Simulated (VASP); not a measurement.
# KF (Cm) in VASP: further runs

KF is run at these levels: PBE; tasks: single point, relaxation of cell and atoms.

All numbers are computed with VASP 6.6.1; they aren't measurements. Logs are shortened: lines on timing, memory, paths and dates and some standing lists are left out, and cuts for length are marked.

## (1) The cell of the first run

It takes space group Cm (No. 8, monoclinic). The conventional cell has a = 5.119 Å, b = 5.368 Å, c = 3.712 Å, α = 90.00°, β = 132.89°, γ = 90.00°. K (site symmetry m) has 5 F at 2.14 to 2.78 Å within 2.8 Å. Within 2.8 Å of F (site symmetry m) lie 5 K at 2.14 to 2.78 Å.

## (2) Single point, PBE

INCAR reads:

```
SYSTEM = KF
PREC = Accurate
ENCUT = 520
EDIFF = 1E-6
ISMEAR = 0
SIGMA = 0.1
LREAL = .False.
LASPH = .True.
NELM = 100
ALGO = Normal
ISIF = 2
LWAVE = .False.
LCHARG = .False.
GGA = PE
NBANDS = 15
```

KPOINTS reads:

```
regular mesh
0
Gamma
  6 6 6
  0 0 0
```

POSCAR reads:

```
KF
1.0
    2.5594953500     -2.6838488600      0.0000000000
    2.5594953500      2.6838488600      0.0000000000
   -2.5264672500      0.0000000000      2.7197928600
K F
1 1
Direct
    0.0382243000      0.0382243000      0.9937999900
    0.4617757000      0.4617757000      0.0062000100
```

Potentials or basis: VASP PAW PBE potentials, release 64 (K_sv, F).

On the command line:

```bash
> cat potpaw_PBE.64/K_sv/POTCAR potpaw_PBE.64/F/POTCAR > POTCAR
> mpirun -np 1 vasp_std > vasp.out
```

OUTCAR:

```text
SYSTEM = KF
   PREC = Accurate
   ENCUT = 520
   EDIFF = 1E-6
   ISMEAR = 0
   LREAL = .False.
   LASPH = .True.
   NELM = 100
   ISIF = 2
   GGA = PE

 ion  position               nearest neighbor table
   1  0.038  0.038  0.994-   2 2.14   2 2.72   2 2.72   2 2.72   2 2.78
   2  0.462  0.462  0.006-   1 2.14   1 2.72   1 2.72   1 2.72   1 2.78

  LATTYP: Found a base centered monoclinic cell.
 ALAT       =     5.1189907000
 B/A-ratio  =     1.0485851674
 C/A-ratio  =     0.7251788890
 COS(beta)  =    -0.6805878312

  Lattice vectors:

 A1 = (   2.5594953500,  -2.6838488600,   0.0000000000)
 A2 = (   2.5594953500,   2.6838488600,   0.0000000000)
 A3 = (  -2.5264672500,   0.0000000000,   2.7197928600)

Analysis of symmetry for initial positions (statically):
=====================================================================
 Subroutine PRICEL returns:
 Original cell was already a primitive cell.

 Routine SETGRP: Setting up the symmetry group for a
 base centered monoclinic supercell.

 Subroutine GETGRP returns: Found  2 space group operations
 (whereof  2 operations were pure point group operations)
 out of a pool of  4 trial point group operations.

The static configuration has the point symmetry C_1h.

Analysis of symmetry for dynamics (positions and initial velocities):
=====================================================================
 Subroutine PRICEL returns:
 Original cell was already a primitive cell.

 Routine SETGRP: Setting up the symmetry group for a
 base centered monoclinic supercell.

 Subroutine GETGRP returns: Found  2 space group operations
 (whereof  2 operations were pure point group operations)
 out of a pool of  4 trial point group operations.

The dynamic configuration has the point symmetry C_1h.

 Subroutine INISYM returns: Found  2 space group operations
 (whereof  2 operations are pure point group operations),
 and found     1 'primitive' translations

----------------------------------------------------------------------------------------

                                     Primitive cell

  volume of cell :      37.3661

  direct lattice vectors                    reciprocal lattice vectors
     2.559495350 -2.683848860  0.000000000     0.195351009 -0.186299612  0.181465263
     2.559495350  2.683848860  0.000000000     0.195351009  0.186299612  0.181465263
    -2.526467250  0.000000000  2.719792860     0.000000000  0.000000000  0.367675059

  length of vectors
     3.708646808  3.708646808  3.712183989     0.325267896  0.325267896  0.367675059

[... 86 lines left out ...]
   ISIF   =      2    stress and relaxation
   ISYM   =      2    0-nonsym 1-usesym 2-fastsym
   POTIM  = 0.5000    time-step for ionic-motion
   TEBEG  =    0.0;   TEEND  =   0.0 temperature during run
   PSTRESS=    0.0 pullay stress
   NELECT =      16.0000    total number of electrons
   NUPDOWN=      -1.0000    fix difference up-down
   EMIN   =  10.00;   EMAX   =-10.00  energy-range for DOS
   EFERMI =   0.00;   METHOD = LEGACY
   ISMEAR =     0;   SIGMA  =   0.10  broadening in eV -4-tet -1-fermi 0-gaus
   EFERMI_NEDOS =   21; number of points for ismear=-14 and -15
   IALGO  =     38    algorithm
   IMIX   =      4    mixing-type and parameters
     AMIX     =   0.40;   BMIX     =  1.00
     AMIX_MAG =   1.60;   BMIX_MAG =  1.00
  volume/ion in A,a.u.               =      18.68       126.08
  Fermi-wavevector in a.u.,A,eV,Ry     =   1.233925  2.331780 20.715834  1.522571
  Thomas-Fermi vector in A             =   2.368636
   LORBIT       =      0    0 simple, 1 ext, 2 COOP (PROOUT), +10 PAW based schemes
   GGA     = PE    functional components
   LHFCALC =     F    Hartree Fock is set to
   AEXX    =    0.0000 exact exchange contribution
   IVDW    =     0    specifies the selected vdW correction
   LEPSILON=     F    determine dielectric tensor
   LRPA    =     F    only Hartree local field effects (RPA)
 non-spin polarized calculation
 Gauss-broadening in eV      SIGMA  =   0.10
  energy-cutoff  :      520.00
  volume of cell :       37.37
 maximum number of plane-waves:      1016
   NGX = 13   NGY = 13   NGZ = 13

 number of electron      15.9999998 magnetization

 Free energy of the ion-electron system (eV)
  ---------------------------------------------------
  ext. energy  EPLUGINS =         0.00000000
  ---------------------------------------------------
  free energy    TOTEN  =        -7.88036146 eV

  energy without entropy =       -7.88036146  energy(sigma->0) =       -7.88036146

 E-fermi :  -2.1202     XC(G=0):  -8.4492

 val. band max:       -2.6237496311   @ k =   0.5000   0.5000   0.1667
 cond. band min:       3.4205541762   @ k =   0.0000   0.0000   0.0000
 fundamental gap:      6.0443038073
 Fermi energy:        -2.1201682969

 k-point     1 :       0.0000    0.0000    0.0000
  band No.  band energies     occupation
      1     -28.7122      2.00000
      2     -21.5583      2.00000
      3     -11.9619      2.00000
      4     -11.9158      2.00000
      5     -11.9074      2.00000
      6      -3.0048      2.00000
      7      -3.0013      2.00000
      8      -2.6879      2.00000
      9       3.4206      0.00000
     10       8.2091      0.00000
     11       8.3313      0.00000
     12       8.3862      0.00000
     13       9.5039      0.00000
     14      10.6576      0.00000
[... 401 lines left out ...]
      2     -21.6163      2.00000
      3     -12.2020      2.00000
      4     -11.9559      2.00000
      5     -11.9368      2.00000
      6      -3.3760      2.00000
      7      -3.1399      2.00000
      8      -2.6487      2.00000
      9       5.1299      0.00000
     10       7.1930      0.00000
     11       8.6634      0.00000
     12       9.3068      0.00000
     13      10.2569      0.00000
     14      11.1757      0.00000
     15      16.2557      0.00000

 [... further k-points ...]
[... 5 lines left out ...]
  --------------------------------------------------------------------------------------
  -------------------------------------------------------------------------------------
  Total        4.9609022      0.2818785      0.1475789      0.0000000      0.0000000      0.0474064
  in kB      212.7125073     12.0863274      6.3278546      0.0000000      0.0000000      2.0326816
  external PRESSURE =      77.0422298 kB  Pullay stress =       0.0000000 kB

 VOLUME and BASIS-vectors are now :
 -----------------------------------------------------------------------------
  energy-cutoff  :      520.00
  volume of cell :       37.37
      direct lattice vectors                 reciprocal lattice vectors
     2.559495350 -2.683848860  0.000000000     0.195351009 -0.186299612  0.181465263
     2.559495350  2.683848860  0.000000000     0.195351009  0.186299612  0.181465263
    -2.526467250  0.000000000  2.719792860     0.000000000  0.000000000  0.367675059

 POSITION                                       TOTAL-FORCE (eV/Angst)
 -----------------------------------------------------------------------------------
     -2.31513      0.00000      2.70293        -2.322755      0.000000     -0.001164
      2.34816      0.00000      0.01686         2.322755      0.000000      0.001164
 -----------------------------------------------------------------------------------
    total drift:                                0.000318      0.000000      0.000171

  FREE ENERGIE OF THE ION-ELECTRON SYSTEM (eV)
  ---------------------------------------------------
  free  energy   TOTEN  =        -7.8803614585 eV

  energy  without entropy=       -7.8803614585  energy(sigma->0) =       -7.88036146
```

stdout:

```text
POSCAR found type information on POSCAR K F
 POSCAR found :  2 types and       2 ions
 scaLAPACK will be used
 LDA part: xc-table for (Slater+PW92), standard interpolation
 POSCAR, INCAR and KPOINTS ok, starting setup
 FFT: planning ... GRIDC
 FFT: planning ... GRID_SOFT
 FFT: planning ... GRID
 WAVECAR not read
 entering main loop
```

Wall time 14 s (1 thread of Intel Xeon 6975P-C (Granite Rapids), shared host); peak memory 0.17 GiB.

What came out:

| Item | Value |
| --- | --- |
| Free energy | -7.8804 eV |
| Pressure | 7.7 GPa |
| Largest force | 2.323 eV/Å |
| Band gap on the k mesh | 6.04 eV, indirect (least direct gap 6.11 eV) |

Forces in eV/Å, atoms in the order of the input:
```
K   -2.323  0.000 -0.001
F    2.323  0.000  0.001
```

Caveat: forces of over 1 eV/Å act on the atoms, so gaps and moduli don't describe the material at rest. A k mesh can miss the band edges.

## (3) Relaxation of cell and atoms, PBE

INCAR reads:

```
SYSTEM = KF
PREC = Accurate
ENCUT = 600
EDIFF = 1E-6
ISMEAR = 0
SIGMA = 0.1
LREAL = .FALSE.
LASPH = .TRUE.
NELM = 60
ALGO = Normal
ISIF = 3
LWAVE = .FALSE.
LCHARG = .FALSE.
GGA = PE
IBRION = 2
NSW = 90
EDIFFG = -0.04
```

KPOINTS reads:

```
regular mesh
0
G
  6 6 6
  0 0 0
```

POSCAR is that of step 2.

Potentials or basis: VASP PAW PBE potentials, release 64 (K_sv, F).

On the command line:

```bash
> cat potpaw_PBE.64/K_sv/POTCAR potpaw_PBE.64/F/POTCAR > POTCAR
> mpirun -np 1 vasp_std > vasp.out
```

Wall time 2.5 min (1 thread of Intel Xeon 6975P-C (Granite Rapids), shared host); peak memory 0.2 GiB.

Results (log left out):

| Quantity | Value |
| --- | --- |
| Free energy | -8.2978 eV |
| Relaxed volume | 19.91 Å³/atom |
| Relaxed cell | a = 3.839 Å, b = 3.839 Å, c = 3.839 Å, α = 120.14°, β = 120.14°, γ = 90.09° |
| Space group after relaxing (to 0.05 Å) | Fm-3m (No. 225) |
| Energy gained by relaxing | 207.7 meV/atom |
| Ionic steps | 12 |
| Pressure after relaxing | 0.0 GPa |
| Largest force after relaxing | 0.017 eV/Å |
| Band gap on the k mesh | 5.94 eV, direct |

Forces in eV/Å, atoms in the order of the input:
```
K   -0.003  0.000 -0.017
F    0.003  0.000  0.017
```

Stress tensor (GPa, compression positive):
```
-0.02  0.00  0.08
 0.00 -0.10  0.00
 0.08  0.00  0.17
```

Step by step:
```tsv
step	energy change (eV)	largest force (eV/Å)	pressure (GPa)	volume (Å³)
1	0.0000	2.3221	7.68	37.37
2	-0.3831	0.1290	-1.05	42.25
3	-0.3830	0.1730	-0.77	41.87
4	-0.3833	0.1527	-0.90	42.03
5	-0.3889	0.1515	-0.54	41.36
6	-0.3956	0.1432	0.74	39.39
7	-0.4002	0.1278	0.72	39.28
8	-0.4101	0.0657	0.77	38.93
9	-0.3919	0.2346	1.62	38.21
10	-0.4113	0.0468	0.84	38.82
11	-0.4116	0.0305	0.92	38.72
12	-0.4154	0.0169	0.02	39.82
```

Final structure:
```
K F
1.0
     2.71263   -2.71691   -0.02629
     2.71263    2.71691   -0.02629
    -2.70187    0.00000    2.72760
K F
1 1
Direct
  0.00130 0.00130 0.00221
  0.49870 0.49870 0.99779
```

Levels at points of the mesh, in eV from the valence-band top:
| k point | band 5 | band 6 | band 7 | band 8 | band 9 | band 10 | band 11 | band 12 |
| --- | --- | --- | --- | --- | --- | --- | --- | --- |
| (0.00, 0.00, 0.00) | -9.54 | -0.01 | -0.01 | 0.00 | 5.94 | 10.53 | 10.54 | 10.59 |
| (0.50, 0.00, 0.00) | -9.58 | -0.75 | -0.33 | -0.32 | 8.89 | 10.29 | 11.85 | 11.88 |
| (0.50, 0.50, 0.00) | -9.72 | -0.24 | -0.07 | -0.06 | 8.16 | 10.06 | 11.44 | 13.38 |
| (0.00, 0.00, 0.50) | -9.73 | -0.23 | -0.07 | -0.07 | 8.14 | 10.06 | 11.50 | 13.38 |
| (0.50, 0.00, 0.50) | -9.57 | -0.75 | -0.32 | -0.31 | 8.88 | 10.28 | 11.83 | 11.89 |
| (0.50, 0.50, 0.50) | -9.72 | -0.24 | -0.07 | -0.07 | 8.16 | 10.06 | 11.46 | 13.38 |

As with any semilocal functional, this PBE gap is likely too small.
